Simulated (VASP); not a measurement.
# NaF (Villiaumite) (Fm-3m) in VASP: settings compared

NaF (Villiaumite) is run at these levels: PBE, HSE06, PBE0; tasks: single point.

Everything below comes from runs of VASP 6.6.1. Logs are shortened: lines on timing, memory, paths and dates and some standing lists are left out, and cuts for length are marked.

### 1 The cell of the first run

Symmetry: Fm-3m, No. 225, cubic system. Conventional cell: a = 4.594 Å, b = 4.594 Å, c = 4.594 Å, α = 90.00°, β = 90.00°, γ = 90.00°. Within 3.0 Å of Na (site symmetry m-3m) lie 6 F at 2.30 Å. F (site symmetry m-3m) has 6 Na at 2.30 Å within 3.0 Å.

### 2 Single point, PBE

INCAR reads:

```
SYSTEM = NaF
PREC = Accurate
ENCUT = 520
EDIFF = 1E-6
ISMEAR = 0
SIGMA = 0.01
LREAL = .FALSE.
LASPH = .TRUE.
NELM = 100
ALGO = Normal
ISIF = 2
LWAVE = .FALSE.
LCHARG = .FALSE.
GGA = PE
NBANDS = 14
```

KPOINTS reads:

```
regular mesh
0
G
  10 10 10
  0 0 0
```

POSCAR reads:

```
NaF
1.0
    0.0000000000      2.2972417821      2.2972417821
    2.2972417821      0.0000000000      2.2972417821
    2.2972417821      2.2972417821      0.0000000000
Na F
1 1
Direct
    0.0000000000      0.0000000000      0.0000000000
    0.5000000000      0.5000000000      0.5000000000
```

Potentials or basis: VASP PAW PBE potentials, release 64 (Na_pv, F).

Run with:

```bash
cat potpaw_PBE.64/Na_pv/POTCAR potpaw_PBE.64/F/POTCAR > POTCAR
mpirun -np 1 vasp_std > vasp.out
```

OUTCAR:

```text
SYSTEM = NaF
   PREC = Accurate
   ENCUT = 520
   EDIFF = 1E-6
   ISMEAR = 0
   LREAL = .FALSE.
   LASPH = .TRUE.
   NELM = 100
   ISIF = 2
   GGA = PE

 ion  position               nearest neighbor table
   1  0.000  0.000  0.000-   2 2.30   2 2.30   2 2.30   2 2.30   2 2.30   2 2.30
   2  0.500  0.500  0.500-   1 2.30   1 2.30   1 2.30   1 2.30   1 2.30   1 2.30

  LATTYP: Found a face centered cubic cell.
 ALAT       =     4.5944835642

  Lattice vectors:

 A1 = (   0.0000000000,   2.2972417821,   2.2972417821)
 A2 = (   2.2972417821,   0.0000000000,   2.2972417821)
 A3 = (   2.2972417821,   2.2972417821,   0.0000000000)

Analysis of symmetry for initial positions (statically):
=====================================================================
 Subroutine PRICEL returns:
 Original cell was already a primitive cell.

 Routine SETGRP: Setting up the symmetry group for a
 face centered cubic supercell.

 Subroutine GETGRP returns: Found 48 space group operations
 (whereof 48 operations were pure point group operations)
 out of a pool of 48 trial point group operations.

The static configuration has the point symmetry O_h .

Analysis of symmetry for dynamics (positions and initial velocities):
=====================================================================
 Subroutine PRICEL returns:
 Original cell was already a primitive cell.

 Routine SETGRP: Setting up the symmetry group for a
 face centered cubic supercell.

 Subroutine GETGRP returns: Found 48 space group operations
 (whereof 48 operations were pure point group operations)
 out of a pool of 48 trial point group operations.

The dynamic configuration has the point symmetry O_h .

 Subroutine INISYM returns: Found 48 space group operations
 (whereof 48 operations are pure point group operations),
 and found     1 'primitive' translations

----------------------------------------------------------------------------------------

                                     Primitive cell

  volume of cell :      24.2466

  direct lattice vectors                    reciprocal lattice vectors
     0.000000000  2.297241782  2.297241782    -0.217652318  0.217652318  0.217652318
     2.297241782  0.000000000  2.297241782     0.217652318 -0.217652318  0.217652318
     2.297241782  2.297241782  0.000000000     0.217652318  0.217652318 -0.217652318

  length of vectors
     3.248790484  3.248790484  3.248790484     0.376984874  0.376984874  0.376984874

  position of ions in fractional coordinates (direct lattice)
     0.000000000  0.000000000  0.000000000
     0.500000000  0.500000000  0.500000000

  ion indices of the primitive-cell ions
   primitive index   ion index
                 1           1
                 2           2

----------------------------------------------------------------------------------------

 KPOINTS: regular mesh

Automatic generation of k-mesh.
 Grid dimensions read from file:
 generate k-points for:   10   10   10

 Generating k-lattice:

  Cartesian coordinates                     Fractional coordinates (reciprocal lattice)
    -0.021765232  0.021765232  0.021765232     0.100000000  0.000000000  0.000000000
     0.021765232 -0.021765232  0.021765232     0.000000000  0.100000000  0.000000000
     0.021765232  0.021765232 -0.021765232     0.000000000  0.000000000  0.100000000

  Length of vectors
     0.037698487  0.037698487  0.037698487

  Shift w.r.t. Gamma in fractional coordinates (k-lattice)
     0.000000000  0.000000000  0.000000000

 Subroutine IBZKPT returns following result:
 ===========================================

 Found     47 irreducible k-points:

 Following reciprocal coordinates:
            Coordinates               Weight
  0.000000  0.000000  0.000000      1.000000
  0.100000  0.000000  0.000000      8.000000
  0.200000  0.000000  0.000000      8.000000
  0.300000  0.000000  0.000000      8.000000
  0.400000  0.000000  0.000000      8.000000
  0.500000  0.000000  0.000000      4.000000
[... 16 lines left out ...]
  0.300000  0.300000  0.000000      6.000000
  0.400000  0.300000  0.000000     24.000000
 [... further k-points ...]
   k-points           NKPTS =     47   k-points in BZ     NKDIM =     47   number of bands    NBANDS=     14
   number of dos      NEDOS =    301   number of ions     NIONS =      2
   total plane-waves  NPLWV =  13824
   dimension x,y,z NGX =    24 NGY =   24 NGZ =   24
   dimension x,y,z NGXF=    48 NGYF=   48 NGZF=   48
   ions per type =               1   1
   NGX,Y,Z   is equivalent  to a cutoff of  12.28, 12.28, 12.28 a.u.
   NGXF,Y,Z  is equivalent  to a cutoff of  24.56, 24.56, 24.56 a.u.
 SYSTEM =  NaF
   PREC   = accura    normal or accurate (medium, high low for compatibility)
   ISTART =      0    job   : 0-new  1-cont  2-samecut
   ICHARG =      2    charge: 1-file 2-atom 10-const
   ISPIN  =      1    spin polarized calculation?
   LNONCOLLINEAR =      F non collinear calculations
   LSORBIT =      F    spin-orbit coupling
   LASPH  =      T    aspherical Exc in radial PAW
   ENCUT  =  520.0 eV  38.22 Ry    6.18 a.u.   6.04  6.04  6.04*2*pi/ulx,y,z
   NELM   =    100;   NELMIN=  2; NELMDL= -5     # of ELM steps
   EDIFF  = 0.1E-05   stopping-criterion for ELM
   LREAL  =      F    real-space projection
   EDIFFG = 0.1E-04   stopping-criterion for IOM
   NSW    =      0    number of steps for IOM
   IBRION =     -1    ionic relax: 0-MD 1-quasi-New 2-CG
   NFREE  =      0    steps in history (QN), initial steepest desc. (CG)
   ISIF   =      2    stress and relaxation
   ISYM   =      2    0-nonsym 1-usesym 2-fastsym
   POTIM  = 0.5000    time-step for ionic-motion
   TEBEG  =    0.0;   TEEND  =   0.0 temperature during run
   PSTRESS=    0.0 pullay stress
   NELECT =      14.0000    total number of electrons
   NUPDOWN=      -1.0000    fix difference up-down
   EMIN   =  10.00;   EMAX   =-10.00  energy-range for DOS
   EFERMI =   0.00;   METHOD = LEGACY
   ISMEAR =     0;   SIGMA  =   0.01  broadening in eV -4-tet -1-fermi 0-gaus
   EFERMI_NEDOS =   21; number of points for ismear=-14 and -15
   IALGO  =     38    algorithm
   IMIX   =      4    mixing-type and parameters
     AMIX     =   0.40;   BMIX     =  1.00
     AMIX_MAG =   1.60;   BMIX_MAG =  1.00
  volume/ion in A,a.u.               =      12.12        81.81
  Fermi-wavevector in a.u.,A,eV,Ry     =   1.363225  2.576121 25.284819  1.858382
  Thomas-Fermi vector in A             =   2.489646
   LORBIT       =      0    0 simple, 1 ext, 2 COOP (PROOUT), +10 PAW based schemes
   GGA     = PE    functional components
   LHFCALC =     F    Hartree Fock is set to
   AEXX    =    0.0000 exact exchange contribution
   IVDW    =     0    specifies the selected vdW correction
   LEPSILON=     F    determine dielectric tensor
   LRPA    =     F    only Hartree local field effects (RPA)
 non-spin polarized calculation
 Gauss-broadening in eV      SIGMA  =   0.01
  energy-cutoff  :      520.00
  volume of cell :       24.25
 maximum number of plane-waves:       666
   NGX = 13   NGY = 13   NGZ = 13

 number of electron      13.9999992 magnetization

 Free energy of the ion-electron system (eV)
  ---------------------------------------------------
  ext. energy  EPLUGINS =         0.00000000
  ---------------------------------------------------
  free energy    TOTEN  =        -8.54958104 eV

  energy without entropy =       -8.54958104  energy(sigma->0) =       -8.54958104

 E-fermi :  -1.8053     XC(G=0):  -9.2786

 val. band max:       -1.9700607522   @ k =   0.0000   0.0000   0.0000
 cond. band min:       4.4700555632   @ k =   0.0000   0.0000   0.0000
 fundamental gap:      6.4401163154
 Fermi energy:        -1.8053376395

 k-point     1 :       0.0000    0.0000    0.0000
  band No.  band energies     occupation
      1     -21.1878      2.00000
      2     -20.8410      2.00000
      3     -20.8410      2.00000
      4     -20.8410      2.00000
      5      -1.9701      2.00000
      6      -1.9701      2.00000
      7      -1.9701      2.00000
      8       4.4701      0.00000
      9      17.1905      0.00000
     10      17.1905      0.00000
     11      17.1905      0.00000
     12      20.1056      0.00000
     13      22.3125      0.00000
     14      22.3125      0.00000

 k-point     2 :       0.1000    0.0000    0.0000
  band No.  band energies     occupation
      1     -21.3184      2.00000
      2     -20.8422      2.00000
      3     -20.8422      2.00000
      4     -20.6963      2.00000
      5      -2.1733      2.00000
      6      -1.9962      2.00000
      7      -1.9962      2.00000
      8       4.8345      0.00000
      9      15.9020      0.00000
     10      17.3537      0.00000
     11      17.3537      0.00000
     12      21.5725      0.00000
     13      21.9193      0.00000
     14      21.9193      0.00000

 k-point     3 :       0.2000    0.0000    0.0000
  band No.  band energies     occupation
      1     -21.5108      2.00000
      2     -20.8454      2.00000
      3     -20.8454      2.00000
      4     -20.4668      2.00000
      5      -2.6413      2.00000
      6      -2.0641      2.00000
      7      -2.0641      2.00000
      8       5.7716      0.00000
      9      14.1379      0.00000
     10      17.7667      0.00000
     11      17.7667      0.00000
     12      21.3058      0.00000
     13      21.3058      0.00000
     14      22.8112      0.00000

 k-point     4 :       0.3000    0.0000    0.0000
  band No.  band energies     occupation
      1     -21.6667      2.00000
      2     -20.8495      2.00000
      3     -20.8494      2.00000
      4     -20.2640      2.00000
      5      -3.1343      2.00000
      6      -2.1467      2.00000
      7      -2.1467      2.00000
      8       6.9954      0.00000
      9      12.6395      0.00000
     10      18.1925      0.00000
     11      18.1925      0.00000
     12      21.0124      0.00000
     13      21.0124      0.00000
     14      22.6035      0.00000

 k-point     5 :       0.4000    0.0000    0.0000
  band No.  band energies     occupation
      1     -21.7655      2.00000
      2     -20.8527      2.00000
      3     -20.8527      2.00000
      4     -20.1266      2.00000
      5      -3.4874      2.00000
      6      -2.2126      2.00000
      7      -2.2126      2.00000
      8       8.2398      0.00000
      9      11.4099      0.00000
     10      18.3900      0.00000
     11      18.3900      0.00000
[... 276 lines left out ...]
 k-point    22 :      -0.2000    0.2000    0.0000
  band No.  band energies     occupation
      1     -21.6268      2.00000
      2     -20.8848      2.00000
      3     -20.8468      2.00000
      4     -20.2777      2.00000
      5      -3.0744      2.00000
      6      -2.3499      2.00000
      7      -2.1628      2.00000
      8       7.4307      0.00000
      9      12.7136      0.00000
     10      16.3533      0.00000
     11      19.3993      0.00000
     12      19.4472      0.00000
     13      21.0207      0.00000
     14      24.9727      0.00000

 k-point    23 :       0.3000    0.3000    0.0000
  band No.  band energies     occupation
      1     -21.4443      2.00000
      2     -20.8786      2.00000
      3     -20.8786      2.00000
      4     -20.4716      2.00000
      5      -3.0685      2.00000
      6      -2.2535      2.00000
      7      -2.2535      2.00000
      8       7.7854      0.00000
      9      12.5331      0.00000
     10      16.1791      0.00000
     11      17.8423      0.00000
     12      17.8423      0.00000
     13      24.0889      0.00000
     14      24.6030      0.00000

 k-point    24 :       0.4000    0.3000    0.0000
  band No.  band energies     occupation
      1     -21.4142      2.00000
      2     -20.8931      2.00000
      3     -20.8843      2.00000
      4     -20.4842      2.00000
      5      -3.1826      2.00000
      6      -2.3651      2.00000
      7      -2.3073      2.00000
      8       8.8012      0.00000
      9      11.9907      0.00000
     10      15.0368      0.00000
     11      17.9410      0.00000
     12      17.9881      0.00000
     13      23.8344      0.00000
     14      24.9939      0.00000

 [... further k-points ...]

------------------------ aborting loop because EDIFF is reached ----------------------------------------

  FORCE on cell =-STRESS in cart. coord.  units (eV):
  Direction    XX          YY          ZZ          XY          YZ          ZX
  --------------------------------------------------------------------------------------
  -------------------------------------------------------------------------------------
  Total        0.5289451      0.5289451      0.5289451      0.0000000     -0.0000000     -0.0000000
  in kB       34.9519247     34.9519247     34.9519247      0.0000000     -0.0000000     -0.0000000
  external PRESSURE =      34.9519247 kB  Pullay stress =       0.0000000 kB

 VOLUME and BASIS-vectors are now :
 -----------------------------------------------------------------------------
  energy-cutoff  :      520.00
  volume of cell :       24.25
      direct lattice vectors                 reciprocal lattice vectors
     0.000000000  2.297241782  2.297241782    -0.217652318  0.217652318  0.217652318
     2.297241782  0.000000000  2.297241782     0.217652318 -0.217652318  0.217652318
     2.297241782  2.297241782  0.000000000     0.217652318  0.217652318 -0.217652318

 POSITION                                       TOTAL-FORCE (eV/Angst)
 -----------------------------------------------------------------------------------
      0.00000      0.00000      0.00000        -0.000000      0.000000      0.000000
      2.29724      2.29724      2.29724         0.000000     -0.000000      0.000000
 -----------------------------------------------------------------------------------
    total drift:                                0.000000     -0.000000      0.000000

  FREE ENERGIE OF THE ION-ELECTRON SYSTEM (eV)
  ---------------------------------------------------
  free  energy   TOTEN  =        -8.5495810377 eV

  energy  without entropy=       -8.5495810377  energy(sigma->0) =       -8.54958104
```

It took 31 s on 1 thread of AMD EPYC 7R13, shared host; peak memory 0.11 GiB.

Results:

```
Free energy            : -8.5496 eV
Pressure               : 3.5 GPa
Band gap on the k mesh : 6.44 eV, direct
```

### 3 Single point, HSE06

POSCAR is that of step 2.

INCAR.step1 reads:

```
SYSTEM = NaF
PREC = Accurate ; ENCUT = 520
EDIFF = 1E-5 ; ISMEAR = 0
SIGMA = 0.01 ; LREAL = .FALSE.
LASPH = .TRUE. ; NELM = 80
ALGO = Normal ; ISIF = 2
LWAVE = .TRUE. ; LCHARG = .FALSE.
NBANDS = 14 ; GGA = PE
```

INCAR.step2 reads:

```
SYSTEM = NaF
PREC = Accurate ; ENCUT = 520
EDIFF = 1E-7 ; ISMEAR = 0
SIGMA = 0.01 ; LREAL = .FALSE.
LASPH = .TRUE. ; NELM = 80
ALGO = Normal ; ISIF = 2
LWAVE = .FALSE. ; LCHARG = .FALSE.
GGA = PE ; LHFCALC = .TRUE.
HFSCREEN = 0.2079 ; PRECFOCK = Normal
NBANDS = 14 ; ISTART = 1
```

KPOINTS reads:

```
regular mesh
0
G
  6 6 6
  0 0 0
```

Potentials or basis: VASP PAW PBE potentials, release 64 (Na_pv, F).

Run with:

```bash
cat potpaw_PBE.64/Na_pv/POTCAR potpaw_PBE.64/F/POTCAR > POTCAR
cp INCAR.step1 INCAR
mpirun -np 1 vasp_std > vasp.out
cp INCAR.step2 INCAR
mpirun -np 1 vasp_std > vasp.out
```

It took 33 min on 1 thread of AMD EPYC 7R13, shared host; peak memory 0.21 GiB.

Results (log left out):

```yaml
Free_energy: -10.3084 eV
Pressure: 1.6 GPa
Band_gap_on_the_k_mesh: 8.60 eV, direct
```

Levels at points of the mesh, in eV from the valence-band top:
| k point | band 4 | band 5 | band 6 | band 7 | band 8 | band 9 | band 10 | band 11 |
| --- | --- | --- | --- | --- | --- | --- | --- | --- |
| (0.00, 0.00, 0.00) | -20.29 | 0.00 | 0.00 | 0.00 | 8.60 | 21.56 | 21.56 | 21.56 |
| (0.50, 0.00, 0.00) | -19.56 | -1.68 | -0.28 | -0.28 | 13.17 | 15.07 | 22.85 | 22.85 |
| (0.50, 0.50, 0.00) | -20.35 | -1.36 | -0.44 | -0.44 | 15.59 | 15.74 | 16.25 | 22.73 |

Caveat: the PAW data sets were made with another functional, which shifts forces and pressure a little.

[end of part 1 of 2]
